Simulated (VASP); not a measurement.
# Si2W in VASP: a series of runs

The runs below take Si2W through electric field gradients, with LDA.

Everything below comes from runs of VASP 6.6.1. Logs are shortened: lines on timing, memory, paths and dates and some standing lists are left out, and cuts for length are marked.

### 1 The cell of the first run

Symmetry: I4/mmm, No. 139, tetragonal system. Conventional cell: a = 3.212 Å, b = 3.212 Å, c = 8.038 Å, α = 90.00°, β = 90.00°, γ = 90.00°. Si (site symmetry 4mm) has 9 Si at 2.63 to 3.21 Å and 5 W at 2.64 to 2.68 Å within 3.5 Å. W (site symmetry 4/mmm) has 10 Si at 2.64 to 2.68 Å and 4 W at 3.21 Å within 3.5 Å.

### 2 Electric field gradients, LDA (zz strain of +2 %)

Contents of INCAR:

```
  PREC = Accurate
  ENCUT = 520
  EDIFF = 1E-8
  ISMEAR = -1
  SIGMA = 0.05
  LREAL = False
  LASPH = True
  NELM = 100
  ALGO = Normal
  ISIF = 2
  LWAVE = False
  LCHARG = False
  LEFG = True
  ISYM = 0
  NBANDS = 18
```

Contents of KPOINTS:

```
Automatic mesh
0
Gamma
  11 11 14
```

Contents of POSCAR:

```
Si2W
1.0
   -1.6060000000      1.6060000000      4.0188000000
    1.6060000000     -1.6060000000      4.0188000000
    1.6060000000      1.6060000000     -4.0188000000
Si W
2 1
Direct
    0.3330000000      0.3330000000      0.0000000000
    0.6670000000      0.6670000000      0.0000000000
    0.0000000000      0.0000000000      0.0000000000
```

Potentials or basis: VASP PAW LDA potentials, release 64 (Si, W_sv).

Run with:

```sh
> cat potpaw_LDA.64/Si/POTCAR potpaw_LDA.64/W_sv/POTCAR > POTCAR
> mpirun -np 1 vasp_std > vasp.out
```

OUTCAR:

```text
PREC = Accurate
   ENCUT = 520
   EDIFF = 1E-8
   ISMEAR = -1
   LREAL = False
   LASPH = True
   NELM = 100
   ISIF = 2
   ISYM = 0

 ion  position               nearest neighbor table
   1  0.333  0.333  0.000-   2 2.63   2 2.63   2 2.63   2 2.63   3 2.64   3 2.64   3 2.64   3 2.64
                             3 2.68   2 2.68
   2  0.667  0.667  0.000-   1 2.63   1 2.63   1 2.63   1 2.63   3 2.64   3 2.64   3 2.64   3 2.64
                             3 2.68   1 2.68
   3  0.000  0.000  0.000-   2 2.64   2 2.64   2 2.64   1 2.64   2 2.64   1 2.64   1 2.64   1 2.64
                             1 2.68   2 2.68

IMPORTANT INFORMATION: All symmetrisations will be switched off!
NOSYMM: (Re-)initialisation of all symmetry stuff for point group C_1.

----------------------------------------------------------------------------------------

                                     Primitive cell

  volume of cell :      41.4617

  direct lattice vectors                    reciprocal lattice vectors
    -1.606000000  1.606000000  4.018800000     0.000000000  0.311332503  0.124415248
     1.606000000 -1.606000000  4.018800000     0.311332503  0.000000000  0.124415248
     1.606000000  1.606000000 -4.018800000     0.311332503  0.311332503  0.000000000

  length of vectors
     4.616191660  4.616191660  4.616191660     0.335271653  0.335271653  0.440290648

  position of ions in fractional coordinates (direct lattice)
     0.333000000  0.333000000  0.000000000
     0.667000000  0.667000000  0.000000000
     0.000000000  0.000000000  0.000000000

  ion indices of the primitive-cell ions
   primitive index   ion index
                 1           1
                 2           2
                 3           3

----------------------------------------------------------------------------------------

 KPOINTS: Automatic mesh

Automatic generation of k-mesh.
 Grid dimensions read from file:
 generate k-points for:   11   11   14

 Generating k-lattice:

  Cartesian coordinates                     Fractional coordinates (reciprocal lattice)
     0.000000000  0.028302955  0.011310477     0.090909091  0.000000000  0.000000000
     0.028302955  0.000000000  0.011310477     0.000000000  0.090909091  0.000000000
[... 112 lines left out ...]
  energy-cutoff  :      520.00
  volume of cell :       41.46
 maximum number of plane-waves:      1139
   NGX = 17   NGY = 17   NGZ = 17

 number of electron      22.0000001 magnetization

 Free energy of the ion-electron system (eV)
  ---------------------------------------------------
  ext. energy  EPLUGINS =         0.00000000
  ---------------------------------------------------
  free energy    TOTEN  =       -27.26170623 eV

  energy without entropy =      -27.25896867  energy(sigma->0) =      -27.26033745

 E-fermi :  11.5609     XC(G=0): -12.5324

 val. band max:       11.5523941702   @ k =   0.0000   0.0000   0.0714
 cond. band min:      11.5644894293   @ k =   0.3636  -0.2727   0.4286
 fundamental gap:      0.0120952591
 Fermi energy:        11.5608581655

 k-point     1 :       0.0000    0.0000    0.0000
  band No.  band energies     occupation
      1     -61.9286      2.00000
      2     -26.4549      2.00000
      3     -26.3854      2.00000
      4     -26.3847      2.00000
      5      -2.2775      2.00000
      6       4.8579      2.00000
[... 481 lines left out ...]
      5       1.2778      2.00000
      6       2.9576      2.00000
[... 10 lines left out ...]
     17      18.5477      0.00000
     18      19.7287      0.00000

 [... further k-points ...]
[... 5 lines left out ...]
  --------------------------------------------------------------------------------------
  -------------------------------------------------------------------------------------
  Total       -1.8685970     -1.8685973     -4.6199725      0.0066212     -0.0034354     -0.0034355
  in kB      -72.2069115    -72.2069211   -178.5264254      0.2558579     -0.1327537     -0.1327564
  external PRESSURE =    -107.6467527 kB  Pullay stress =       0.0000000 kB

 VOLUME and BASIS-vectors are now :
 -----------------------------------------------------------------------------
  energy-cutoff  :      520.00
  volume of cell :       41.46
      direct lattice vectors                 reciprocal lattice vectors
    -1.606000000  1.606000000  4.018800000     0.000000000  0.311332503  0.124415248
     1.606000000 -1.606000000  4.018800000     0.311332503  0.000000000  0.124415248
     1.606000000  1.606000000 -4.018800000     0.311332503  0.311332503  0.000000000

 POSITION                                       TOTAL-FORCE (eV/Angst)
 -----------------------------------------------------------------------------------
      0.00000      0.00000      2.67652         0.000340      0.000340      0.364549
      0.00000      0.00000      5.36108        -0.000340     -0.000340     -0.364549
      0.00000      0.00000      0.00000        -0.000000     -0.000000      0.000000
 -----------------------------------------------------------------------------------
    total drift:                               -0.000000     -0.000000     -0.000000

  FREE ENERGIE OF THE ION-ELECTRON SYSTEM (eV)
  ---------------------------------------------------
  free  energy   TOTEN  =       -27.2617062310 eV

  energy  without entropy=      -27.2589686686  energy(sigma->0) =      -27.26033745

 Electric field gradients (V/A^2)
---------------------------------------------------------------------
 ion       V_xx      V_yy      V_zz      V_xy      V_xz      V_yz
---------------------------------------------------------------------
   1       2.785     2.785    -5.570     0.121    -0.003    -0.003
   2       2.785     2.785    -5.570     0.121    -0.003    -0.003
   3      38.894    38.894   -77.789     0.419    -0.022    -0.022
---------------------------------------------------------------------

 Electric field gradients after diagonalization (V/A^2)
 (convention: |V_zz| > |V_xx| > |V_yy|)
----------------------------------------------------------------------
 ion       V_xx      V_yy      V_zz     asymmetry (V_yy - V_xx)/ V_zz
----------------------------------------------------------------------
   1       2.906     2.664    -5.570       0.043
   2       2.906     2.664    -5.570       0.043
   3      39.314    38.475   -77.789       0.011
----------------------------------------------------------------------

           NMR quadrupolar parameters

 Cq : quadrupolar parameter    Cq=e*Q*V_zz/h
 eta: asymmetry parameters     (V_yy - V_xx)/ V_zz
 Q  : nuclear electric quadrupole moment in mb (millibarn)
----------------------------------------------------------------------
 ion       Cq(MHz)       eta       Q (mb)
----------------------------------------------------------------------
   1      -0.013       0.043       1.000
   2      -0.013       0.043       1.000
   3      -0.188       0.011       1.000
----------------------------------------------------------------------
```

OSZICAR:

```text
N       E                     dE             d eps       ncg     rms          rms(c)
DAV:   1     0.127085036566E+03    0.12709E+03   -0.10818E+04 30560   0.123E+03
DAV:   2    -0.235957400697E+02   -0.15068E+03   -0.14711E+03 34954   0.318E+02
DAV:   3    -0.281248538871E+02   -0.45291E+01   -0.44686E+01 38438   0.495E+01
DAV:   4    -0.281667616539E+02   -0.41908E-01   -0.41824E-01 36134   0.502E+00
DAV:   5    -0.281672342423E+02   -0.47259E-03   -0.47256E-03 36106   0.570E-01    0.240E+01
DAV:   6    -0.273954600182E+02    0.77177E+00   -0.37519E+00 32814   0.132E+01    0.795E+00
DAV:   7    -0.272928282236E+02    0.10263E+00   -0.36912E-01 32478   0.328E+00    0.459E+00
DAV:   8    -0.272626082356E+02    0.30220E-01   -0.66951E-02 34090   0.188E+00    0.308E-01
DAV:   9    -0.272619040514E+02    0.70418E-03   -0.15325E-03 35836   0.307E-01    0.184E-01
DAV:  10    -0.272617136709E+02    0.19038E-03   -0.36051E-04 36240   0.165E-01    0.462E-02
DAV:  11    -0.272617064338E+02    0.72370E-05   -0.51201E-05 34194   0.504E-02    0.214E-02
DAV:  12    -0.272617064807E+02   -0.46837E-07   -0.24749E-06 35608   0.106E-02    0.625E-03
DAV:  13    -0.272617062306E+02    0.25000E-06   -0.77384E-07 34056   0.769E-03    0.982E-04
DAV:  14    -0.272617062310E+02   -0.37653E-09   -0.23536E-08 31996   0.130E-03
   1 F= -.27261706E+02 E0= -.27260337E+02  d E =-.273756E-02
```

stdout:

```text
POSCAR found type information on POSCAR SiW
 POSCAR found :  2 types and       3 ions
 scaLAPACK will be used
 LDA part: xc-table for (Slater(with rela. corr.)+CA(PZ))
 , standard interpolation
[... 28 lines left out ...]
     0.0000487    -0.1116978     0.0024795     4.3917604     0.0024792     0.0000012
     0.0000670    -0.1116976     0.0024795     4.3917532     0.0024792     0.0000012
     0.0000923    -0.1116973     0.0024795     4.3917414     0.0024792     0.0000012
[... 14 lines left out ...]
     0.0000661    -0.3845338     0.0203447    62.2505405     0.0203407    -0.0000068
     0.0000910    -0.3844332     0.0203805    62.2358682     0.0203765    -0.0000068
     0.0001253    -0.3842805     0.0204357    62.2138748     0.0204318    -0.0000068
     0.0001726    -0.3840495     0.0205208    62.1810738     0.0205168    -0.0000068
```

Wall time 21 min (1 thread of Intel Xeon 8259CL, shared host); peak memory 0.66 GiB.

What came out:

| Quantity | Value |
| --- | --- |
| Free energy | -27.2617 eV |
| Pressure | -10.8 GPa |
| Largest force | 0.365 eV/Å |
| Band gap on the k mesh | zero (bands 11 and 12 overlap by 1.34 eV) |
| Largest electric field gradient by atom | Si -5.6; W -77.8 V/Å² |

Forces in eV/Å, atoms in the order of the input:
```
Si   0.000  0.000  0.365
Si   0.000  0.000 -0.365
W    0.000  0.000  0.000
```

Stress tensor (GPa, compression positive):
```
 -7.22   0.03  -0.01
  0.03  -7.22  -0.01
 -0.01  -0.01 -17.85
```

Electric field gradients, principal values (V/Å²):
| atom | least | middle | greatest (by size) |
| --- | --- | --- | --- |
| 1 Si | 2.664 | 2.906 | -5.570 |
| 2 Si | 2.664 | 2.906 | -5.570 |
| 3 W | 38.475 | 39.314 | -77.789 |

Caveat: the cell differs from its parent crystal (zz strain of +2 %); the stress differs along the axes, from -18 to -7 GPa; without QUAD_EFG the Cq values of the log hold for a quadrupole moment of 1 mb, not for the nuclei; spin-orbit coupling is left out, which moves the levels of the heavy elements.

### 3 Electric field gradients, LDA (equal xy, yz and zx shear strains of +3 %)

Contents of INCAR:

```
  PREC = Accurate
  ENCUT = 520
  EDIFF = 1E-8
  ISMEAR = -1
  SIGMA = 0.05
  LREAL = F
  LASPH = T
  NELM = 60
  ALGO = Normal
  ISIF = 2
  LWAVE = F
  LCHARG = F
  LEFG = T
  NBANDS = 18
```

Contents of KPOINTS:

```
regular mesh
0
Gamma
  11 11 14
```

Contents of POSCAR:

```
Si2W
1.0
   -1.5228100000      1.6410100000      3.9400000000
    1.6410100000     -1.5228100000      3.9400000000
    1.5709900000      1.5709900000     -3.8918200000
Si W
2 1
Direct
    0.3330000000      0.3330000000      0.0000000000
    0.6670000000      0.6670000000      0.0000000000
    0.0000000000      0.0000000000      0.0000000000
```

Potentials or basis: VASP PAW LDA potentials, release 64 (Si, W_sv).

Run with:

```sh
> cat potpaw_LDA.64/Si/POTCAR potpaw_LDA.64/W_sv/POTCAR > POTCAR
> mpirun -np 1 vasp_std > vasp.out
```

OUTCAR:

```text
PREC = Accurate
   ENCUT = 520
   EDIFF = 1E-8
   ISMEAR = -1
   LREAL = F
   LASPH = T
   NELM = 60
   ISIF = 2

 ion  position               nearest neighbor table
   1  0.333  0.333  0.000-   2 2.59   2 2.59   3 2.60   3 2.60   2 2.60   3 2.61   3 2.62   2 2.63
                             2 2.70   3 2.70
   2  0.667  0.667  0.000-   1 2.59   1 2.59   3 2.60   3 2.60   1 2.60   3 2.61   3 2.62   1 2.63
                             1 2.70   3 2.70
   3  0.000  0.000  0.000-   2 2.60   2 2.60   1 2.60   1 2.60   1 2.61   2 2.61   2 2.62   1 2.62
                             2 2.70   1 2.70

  Warning from LATTYP: Got some problem with cell dimensions!
  Tried to take original basis but could not verify dimensions!
  LATTYP: Found a base centered monoclinic cell.
 ALAT       =     4.6115976098
 B/A-ratio  =     0.9702314754
 C/A-ratio  =     0.9717512904
 COS(beta)  =    -0.4775171891

  Lattice vectors:

 A1 = (  -0.0481800000,  -3.2120000000,  -0.0481800000)
 A2 = (  -3.2120000000,  -0.0481800000,  -0.0481800000)
 A3 = (   1.5709900000,   1.5709900000,  -3.8918200000)

Analysis of symmetry for initial positions (statically):
=====================================================================
 Subroutine PRICEL returns:
 Original cell was already a primitive cell.

 Routine SETGRP: Setting up the symmetry group for a
 base centered monoclinic supercell.

 Subroutine GETGRP returns: Found  4 space group operations
 (whereof  4 operations were pure point group operations)
 out of a pool of  4 trial point group operations.

The static configuration has the point symmetry C_2h.
[... 167 lines left out ...]
 fundamental gap:      0.0386169540
 Fermi energy:        11.8144448123

 k-point     1 :       0.0000    0.0000    0.0000
  band No.  band energies     occupation
      1     -61.5956      2.00000
      2     -26.1327      2.00000
      3     -26.0781      2.00000
      4     -26.0769      2.00000
      5      -2.1523      2.00000
      6       5.0695      2.00000
[... 481 lines left out ...]
      5      -1.0815      2.00000
      6       5.9387      2.00000
[... 10 lines left out ...]
     17      19.2993      0.00000
     18      19.3064      0.00000

 [... further k-points ...]
[... 5 lines left out ...]
  --------------------------------------------------------------------------------------
  -------------------------------------------------------------------------------------
  Total       -1.2049918     -1.2049918     -2.0329729     -1.3854643     -1.4014167     -1.4014166
  in kB      -47.5267029    -47.5267029    -80.1835352    -54.6448114    -55.2739984    -55.2739959
  external PRESSURE =     -58.4123137 kB  Pullay stress =       0.0000000 kB

 VOLUME and BASIS-vectors are now :
 -----------------------------------------------------------------------------
  energy-cutoff  :      520.00
  volume of cell :       40.62
      direct lattice vectors                 reciprocal lattice vectors
    -1.522810000  1.641010000  3.940000000    -0.006479268  0.309594340  0.122356827
     1.641010000 -1.522810000  3.940000000     0.309594340 -0.006479268  0.122356827
     1.570990000  1.570990000 -3.891820000     0.306867580  0.306867580 -0.009206027

 POSITION                                       TOTAL-FORCE (eV/Angst)
 -----------------------------------------------------------------------------------
      0.03936      0.03936      2.62404         0.001261      0.001261      0.296998
      0.07884      0.07884      5.25596        -0.001261     -0.001261     -0.296998
      0.00000      0.00000      0.00000        -0.000000     -0.000000     -0.000000
 -----------------------------------------------------------------------------------
    total drift:                                0.000000      0.000000     -0.000000

  FREE ENERGIE OF THE ION-ELECTRON SYSTEM (eV)
  ---------------------------------------------------
  free  energy   TOTEN  =       -27.2666041832 eV

  energy  without entropy=      -27.2641508492  energy(sigma->0) =      -27.26537752

 Electric field gradients (V/A^2)
---------------------------------------------------------------------
 ion       V_xx      V_yy      V_zz      V_xy      V_xz      V_yz
---------------------------------------------------------------------
   1       4.715     4.715    -9.430     6.608     5.065     5.065
   2       4.715     4.715    -9.430     6.608     5.065     5.065
   3      63.614    63.614  -127.228    47.062    40.414    40.414
---------------------------------------------------------------------

 Electric field gradients after diagonalization (V/A^2)
 (convention: |V_zz| > |V_xx| > |V_yy|)
----------------------------------------------------------------------
 ion       V_xx      V_yy      V_zz     asymmetry (V_yy - V_xx)/ V_zz
----------------------------------------------------------------------
   1     -11.662    -1.893    13.555       0.721
   2     -11.662    -1.893    13.555       0.721
   3     123.694    16.552  -140.246       0.764
----------------------------------------------------------------------

           NMR quadrupolar parameters

 Cq : quadrupolar parameter    Cq=e*Q*V_zz/h
 eta: asymmetry parameters     (V_yy - V_xx)/ V_zz
 Q  : nuclear electric quadrupole moment in mb (millibarn)
----------------------------------------------------------------------
 ion       Cq(MHz)       eta       Q (mb)
----------------------------------------------------------------------
   1       0.033       0.721       1.000
   2       0.033       0.721       1.000
   3      -0.339       0.764       1.000
----------------------------------------------------------------------
```

OSZICAR:

```text
N       E                     dE             d eps       ncg     rms          rms(c)
DAV:   1     0.129834417303E+03    0.12983E+03   -0.10855E+04 16848   0.123E+03
DAV:   2    -0.235563384847E+02   -0.15339E+03   -0.14984E+03 19410   0.322E+02
DAV:   3    -0.281169330711E+02   -0.45606E+01   -0.45039E+01 20984   0.500E+01
DAV:   4    -0.281577927397E+02   -0.40860E-01   -0.40813E-01 20216   0.502E+00
DAV:   5    -0.281582423451E+02   -0.44961E-03   -0.44958E-03 20020   0.559E-01    0.251E+01
DAV:   6    -0.273949376827E+02    0.76330E+00   -0.35086E+00 18192   0.130E+01    0.856E+00
DAV:   7    -0.272955378996E+02    0.99400E-01   -0.30173E-01 17928   0.307E+00    0.469E+00
DAV:   8    -0.272673642501E+02    0.28174E-01   -0.57148E-02 18916   0.176E+00    0.302E-01
DAV:   9    -0.272667858387E+02    0.57841E-03   -0.13065E-03 19708   0.291E-01    0.182E-01
DAV:  10    -0.272666107640E+02    0.17507E-03   -0.30864E-04 20016   0.156E-01    0.406E-02
DAV:  11    -0.272666044198E+02    0.63442E-05   -0.41038E-05 18960   0.469E-02    0.202E-02
DAV:  12    -0.272666043780E+02    0.41784E-07   -0.20433E-06 19682   0.936E-03    0.546E-03
DAV:  13    -0.272666041828E+02    0.19523E-06   -0.57302E-07 18848   0.669E-03    0.980E-04
DAV:  14    -0.272666041832E+02   -0.39017E-09   -0.18504E-08 14664   0.121E-03
   1 F= -.27266604E+02 E0= -.27265378E+02  d E =-.245333E-02
```

It took 5.2 min on 1 thread of Intel Xeon Platinum 8488C (Sapphire Rapids), shared host; peak memory 0.42 GiB.

Results:

```
Free energy                             : -27.2666 eV
Pressure                                : -5.8 GPa
Largest force                           : 0.297 eV/Å
Band gap on the k mesh                  : zero (bands 11 and 12 overlap by 1.08 eV)
Largest electric field gradient by atom : Si +13.6; W -140.2 V/Å²
```

Forces on the atoms (eV/Å):
```
Si   0.001  0.001  0.297
Si  -0.001 -0.001 -0.297
W    0.000  0.000  0.000
```

Stress tensor (GPa, compression positive):
```
-4.75 -5.46 -5.53
-5.46 -4.75 -5.53
-5.53 -5.53 -8.02
```

Electric field gradients, principal values (V/Å²):
```csv
atom,least,middle,greatest (by size)
1 Si,-1.893,-11.662,13.555
2 Si,-1.893,-11.662,13.555
3 W,16.552,123.694,-140.246
```

Caveat: the cell differs from its parent crystal (equal xy, yz and zx shear strains of +3 %); the cell stands under tension; without QUAD_EFG the Cq values of the log hold for a quadrupole moment of 1 mb, not for the nuclei; spin-orbit coupling is left out, which moves the levels of the heavy elements.

The gap in the log of VASP goes by the Fermi energy; the results here count the filled bands.